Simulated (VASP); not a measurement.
Runs of VASP 6.6.1 on TiTe (rocksalt type). The structure is that of space group Fm-3m (No. 225), or close to it. The cells are those of the table. 

```tsv
task	cell	k mesh for the DOS	occupations for the DOS	gap on the mesh (eV)	pressure (GPa)
single point	a = 3.287 Å, angles 60.0°, 2 atoms	-	-	none	143.8
single point	a = 2.987 Å, angles 60.0°, 2 atoms	-	-	none	(a)
single point	a = 3.677 Å, angles 60.0°, 2 atoms	-	-	none	24.4
single point	a = 3.134 Å, angles 60.0°, 2 atoms	-	-	none	246.3
```

Alike in all rows: level LDA; potentials or basis VASP PAW LDA potentials, release 64 (Ti_sv, Te); no spin polarisation; k mesh 12 × 12 × 12; cutoff (eV) 520; smearing fermi-dirac 0.05 eV.

Problem. Fill in the values left out.

Solution. (a) 400.2.

Caveats: spin-orbit coupling is left out, which moves the levels of the heavy elements.

A k mesh can miss the band edges, and the runs leave out spin-orbit coupling on Te.

A gap of «none» marks levels without a gap at the run's occupations.
